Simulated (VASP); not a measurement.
# Al (Immm) in VASP: relaxation of cell and atoms with PBE

Aim: the relaxation of cell and atoms of Al with PBE.

Everything below comes from runs of VASP 6.6.1. Logs are shortened: lines on timing, memory, paths and dates and some standing lists are left out, and cuts for length are marked.

## Step 1: The cell of the first run

The structure is orthorhombic, space group Immm (No. 71). The conventional cell has a = 2.833 Å, b = 2.896 Å, c = 4.029 Å, α = 90.00°, β = 90.00°, γ = 90.00°. Within 3.7 Å of Al (site symmetry mmm) lie 12 Al at 2.83 to 2.90 Å.

## Step 2: Relaxation of cell and atoms, PBE

INCAR reads:

```
PREC = Accurate
ENCUT = 600
EDIFF = 1E-6
ISMEAR = 0
SIGMA = 0.1
LREAL = F
LASPH = T
NELM = 100
ALGO = Fast
ISIF = 3
LWAVE = F
LCHARG = F
GGA = PE
IBRION = 2
NSW = 100
EDIFFG = -0.01
```

KPOINTS reads:

```
regular mesh
0
Gamma
  26 26 26
```

POSCAR reads:

```
Al
1.0
   -1.4163332777      1.4479866910      2.0146971312
    1.4163332777     -1.4479866910      2.0146971312
    1.4163332777      1.4479866910     -2.0146971312
Al
1
Direct
    0.5000000000      0.5000000000      0.0000000000
```

Potentials or basis: VASP PAW PBE potentials, release 64 (Al).

The run is started by

```console
$ cat potpaw_PBE.64/Al/POTCAR > POTCAR
$ mpirun -np 1 vasp_std > vasp.out
```

OUTCAR:

```text
PREC = Accurate
   ENCUT = 600
   EDIFF = 1E-6
   ISMEAR = 0
   LREAL = F
   LASPH = T
   NELM = 100
   ISIF = 3
   GGA = PE
   IBRION = 2
   NSW = 100
   EDIFFG = -0.01

 ion  position               nearest neighbor table
   1  0.500  0.500  0.000-

  LATTYP: Found a body centered orthorhombic cell.
 ALAT       =     2.8326665554
 B/A-ratio  =     1.0223488453
 C/A-ratio  =     1.4224739070

  Lattice vectors:

 A1 = (  -1.4163332777,   1.4479866910,   2.0146971312)
 A2 = (   1.4163332777,  -1.4479866910,   2.0146971312)
 A3 = (   1.4163332777,   1.4479866910,  -2.0146971312)

Analysis of symmetry for initial positions (statically):
=====================================================================
 Subroutine PRICEL returns:
 Original cell was already a primitive cell.

 Routine SETGRP: Setting up the symmetry group for a
 body centered orthorhombic supercell.

 Subroutine GETGRP returns: Found  8 space group operations
 (whereof  8 operations were pure point group operations)
 out of a pool of  8 trial point group operations.

The static configuration has the point symmetry D_2h.

Analysis of symmetry for dynamics (positions and initial velocities):
=====================================================================
 Subroutine PRICEL returns:
 Original cell was already a primitive cell.

 Routine SETGRP: Setting up the symmetry group for a
 body centered orthorhombic supercell.

 Subroutine GETGRP returns: Found  8 space group operations
 (whereof  8 operations were pure point group operations)
 out of a pool of  8 trial point group operations.

The dynamic configuration has the point symmetry D_2h.

 Subroutine INISYM returns: Found  8 space group operations
 (whereof  8 operations are pure point group operations),
 and found     1 'primitive' translations

----------------------------------------------------------------------------------------

                                     Primitive cell

  volume of cell :      16.5272

  direct lattice vectors                    reciprocal lattice vectors
    -1.416333278  1.447986691  2.014697131     0.000000000  0.345307041  0.248176260
     1.416333278 -1.447986691  2.014697131     0.353024255  0.000000000  0.248176260
     1.416333278  1.447986691 -2.014697131     0.353024255  0.345307041  0.000000000

  length of vectors
     2.856863655  2.856863655  2.856863655     0.425239237  0.431529351  0.493824946

  position of ions in fractional coordinates (direct lattice)
     0.500000000  0.500000000  0.000000000

  ion indices of the primitive-cell ions
   primitive index   ion index
                 1           1

----------------------------------------------------------------------------------------

 KPOINTS: regular mesh

Automatic generation of k-mesh.
 Grid dimensions read from file:
 generate k-points for:   26   26   26

 Generating k-lattice:

  Cartesian coordinates                     Fractional coordinates (reciprocal lattice)
     0.000000000  0.013281040  0.009545241     0.038461538  0.000000000  0.000000000
     0.013577856  0.000000000  0.009545241    -0.000000000  0.038461538  0.000000000
     0.013577856  0.013281040  0.000000000    -0.000000000  0.000000000  0.038461538

  Length of vectors
     0.016355355  0.016597283  0.018993267

  Shift w.r.t. Gamma in fractional coordinates (k-lattice)
     0.000000000  0.000000000  0.000000000

 Subroutine IBZKPT returns following result:
 ===========================================

 Found   2471 irreducible k-points:

 Following reciprocal coordinates:
            Coordinates               Weight
  0.000000  0.000000  0.000000      1.000000
  0.038462  0.000000 -0.000000      4.000000
  0.076923  0.000000 -0.000000      4.000000
  0.115385  0.000000 -0.000000      4.000000
  0.153846 -0.000000  0.000000      4.000000
  0.192308 -0.000000  0.000000      4.000000
[... 16 lines left out ...]
  0.307692  0.038462  0.000000      8.000000
  0.346154  0.038462 -0.000000      8.000000
 [... further k-points ...]
   k-points           NKPTS =   2471   k-points in BZ     NKDIM =   2471   number of bands    NBANDS=      5
   number of dos      NEDOS =    301   number of ions     NIONS =      1
   total plane-waves  NPLWV =  13824
   dimension x,y,z NGX =    24 NGY =   24 NGZ =   24
   dimension x,y,z NGXF=    48 NGYF=   48 NGZF=   48
   ions per type =               1
   NGX,Y,Z   is equivalent  to a cutoff of  13.97, 13.97, 13.97 a.u.
   NGXF,Y,Z  is equivalent  to a cutoff of  27.93, 27.93, 27.93 a.u.
 SYSTEM =  unknown system
   PREC   = accura    normal or accurate (medium, high low for compatibility)
   ISTART =      0    job   : 0-new  1-cont  2-samecut
   ICHARG =      2    charge: 1-file 2-atom 10-const
   ISPIN  =      1    spin polarized calculation?
   LNONCOLLINEAR =      F non collinear calculations
   LSORBIT =      F    spin-orbit coupling
   LASPH  =      T    aspherical Exc in radial PAW
   ENCUT  =  600.0 eV  44.10 Ry    6.64 a.u.   5.71  5.71  5.71*2*pi/ulx,y,z
   NELM   =    100;   NELMIN=  2; NELMDL= -5     # of ELM steps
   EDIFF  = 0.1E-05   stopping-criterion for ELM
   LREAL  =      F    real-space projection
   EDIFFG = -.1E-01   stopping-criterion for IOM
   NSW    =    100    number of steps for IOM
   IBRION =      2    ionic relax: 0-MD 1-quasi-New 2-CG
   NFREE  =      1    steps in history (QN), initial steepest desc. (CG)
   ISIF   =      3    stress and relaxation
   ISYM   =      2    0-nonsym 1-usesym 2-fastsym
   POTIM  = 0.5000    time-step for ionic-motion
   TEBEG  =    0.0;   TEEND  =   0.0 temperature during run
   PSTRESS=    0.0 pullay stress
   NELECT =       3.0000    total number of electrons
   NUPDOWN=      -1.0000    fix difference up-down
   EMIN   =  10.00;   EMAX   =-10.00  energy-range for DOS
   EFERMI =   0.00;   METHOD = LEGACY
   ISMEAR =     0;   SIGMA  =   0.10  broadening in eV -4-tet -1-fermi 0-gaus
   EFERMI_NEDOS =   21; number of points for ismear=-14 and -15
   IALGO  =     68    algorithm
   IMIX   =      4    mixing-type and parameters
     AMIX     =   0.40;   BMIX     =  1.00
     AMIX_MAG =   1.60;   BMIX_MAG =  1.00
  volume/ion in A,a.u.               =      16.53       111.53
  Fermi-wavevector in a.u.,A,eV,Ry     =   0.926934  1.751651 11.690207  0.859206
  Thomas-Fermi vector in A             =   2.052949
   LORBIT       =      0    0 simple, 1 ext, 2 COOP (PROOUT), +10 PAW based schemes
   GGA     = PE    functional components
   LHFCALC =     F    Hartree Fock is set to
   AEXX    =    0.0000 exact exchange contribution
   IVDW    =     0    specifies the selected vdW correction
   LEPSILON=     F    determine dielectric tensor
   LRPA    =     F    only Hartree local field effects (RPA)
 conjugate gradient relaxation of ions
 non-spin polarized calculation
 RMM-DIIS sequential band-by-band and
 Gauss-broadening in eV      SIGMA  =   0.10
  energy-cutoff  :      600.00
  volume of cell :       16.53
 maximum number of plane-waves:       564
   NGX = 11   NGY = 11   NGZ = 11

--------------------------------------- Ionic step        1  -------------------------------------------

 number of electron       3.0000000 magnetization

 Free energy of the ion-electron system (eV)
  ---------------------------------------------------
  ext. energy  EPLUGINS =         0.00000000
  ---------------------------------------------------
  free energy    TOTEN  =        -3.74707839 eV

  energy without entropy =       -3.74515416  energy(sigma->0) =       -3.74611628

------------------------ aborting loop because EDIFF is reached ----------------------------------------

  FORCE on cell =-STRESS in cart. coord.  units (eV):
  Direction    XX          YY          ZZ          XY          YZ          ZX
  --------------------------------------------------------------------------------------
  -------------------------------------------------------------------------------------
  Total        0.0678073     -0.1167659      0.0004500     -0.0000000      0.0000000      0.0000000
  in kB        6.5733612    -11.3194925      0.0436244     -0.0000000      0.0000000      0.0000000
  external PRESSURE =      -1.5675023 kB  Pullay stress =       0.0000000 kB
[... 160 lines left out ...]
  energy  without entropy=       -3.7462680054  energy(sigma->0) =       -3.74723896

--------------------------------------- Ionic step        6  -------------------------------------------

 number of electron       3.0000000 magnetization

 Free energy of the ion-electron system (eV)
  ---------------------------------------------------
  ext. energy  EPLUGINS =         0.00000000
  ---------------------------------------------------
  free energy    TOTEN  =        -3.74821542 eV

  energy without entropy =       -3.74627445  energy(sigma->0) =       -3.74724494

 E-fermi :   8.0193     XC(G=0): -10.1989

 val. band max:        8.0189378724   @ k =   0.4231  -0.3077   0.1154
 cond. band min:       8.0245557102   @ k =  -0.1923   0.3077   0.1923
 fundamental gap:      0.0056178378
 Fermi energy:         8.0193099205

 k-point     1 :       0.0000    0.0000    0.0000
  band No.  band energies     occupation
      1      -3.1320      2.00000
      2      20.6218      0.00000
      3      20.6262      0.00000
      4      20.6430      0.00000
      5      22.1316      0.00000

 k-point     2 :       0.0385    0.0000   -0.0000
  band No.  band energies     occupation
      1      -3.0917      2.00000
      2      19.7478      0.00000
      3      20.4533      0.00000
      4      20.4689      0.00000
      5      22.3583      0.00000
[... 169 lines left out ...]
 k-point    24 :       0.3462    0.0385   -0.0000
  band No.  band energies     occupation
      1       0.3674      2.00000
      2       7.6876      2.00000
      3      17.7025      0.00000
      4      19.6329      0.00000
      5      20.2532      0.00000

 [... further k-points ...]

------------------------ aborting loop because EDIFF is reached ----------------------------------------

  FORCE on cell =-STRESS in cart. coord.  units (eV):
  Direction    XX          YY          ZZ          XY          YZ          ZX
  --------------------------------------------------------------------------------------
  -------------------------------------------------------------------------------------
  Total       -0.0051263     -0.0028428      0.0037531     -0.0000000      0.0000000      0.0000000
  in kB       -0.4981115     -0.2762327      0.3646785     -0.0000000      0.0000000      0.0000000
  external PRESSURE =      -0.1365552 kB  Pullay stress =       0.0000000 kB
[... 16 lines left out ...]
  FREE ENERGIE OF THE ION-ELECTRON SYSTEM (eV)
  ---------------------------------------------------
  free  energy   TOTEN  =        -3.7482154184 eV

  energy  without entropy=       -3.7462744534  energy(sigma->0) =       -3.74724494

 reached required accuracy - stopping structural energy minimisation
```

Wall time 4 min (1 thread of Oxide Virtual Turin-like, shared host); peak memory 0.35 GiB.

Results:

```yaml
Free_energy: -3.7482 eV
Relaxed_volume: 16.49 Å³/atom
Relaxed_cell: a = 2.856 Å, b = 2.856 Å, c = 2.856 Å, α = 119.94°, β = 119.95°, γ = 90.10°
Space_group_after_relaxing_to_0.1_Å: Fm-3m (No. 225)
Energy_gained_by_relaxing: 1.1 meV/atom
Ionic_steps: 6
Pressure_after_relaxing: 0.0 GPa
Band_gap_on_the_k_mesh: zero (an odd number of electrons rules out a gap without spin polarisation)
```

Stress tensor (GPa, compression positive):
```
-0.05  0.00  0.00
 0.00 -0.03  0.00
 0.00  0.00  0.04
```

Step by step:
| step | energy change (eV) | largest force (eV/Å) | pressure (GPa) | volume (Å³) |
| --- | --- | --- | --- | --- |
| 1 | 0.0000 | 0.0000 | -0.16 | 16.53 |
| 2 | -0.0007 | 0.0000 | 0.01 | 16.49 |
| 3 | -0.0011 | 0.0000 | 0.20 | 16.44 |
| 4 | -0.0011 | 0.0000 | 0.25 | 16.44 |
| 5 | -0.0011 | 0.0000 | -0.09 | 16.51 |
| 6 | -0.0011 | 0.0000 | -0.01 | 16.49 |

Final structure:
```yaml
crystal:
  lattice:
    - [-1.42940, 1.42920, 2.01781]
    - [1.42940, -1.42920, 2.01781]
    - [1.42940, 1.42920, -2.01781]
  atoms:
    - { symbol: Al, position: [0.50000, 0.50000, 0.00000] }
```

Levels at points of the mesh, in eV from the Fermi level:
```
           k point  band 1  band 2  band 3  band 4
(0.00, 0.00, 0.00)  -11.15   12.60   12.61   12.62
(0.50, 0.00, 0.00)   -4.61   -4.39   11.38   11.43
(0.00, 0.50, 0.00)   -4.61   -4.39   11.39   11.43
(0.50, 0.50, 0.00)   -2.95   -1.62    5.25    5.59
(0.50, 0.50, 0.50)   -2.92   -1.59    5.23    5.56
```
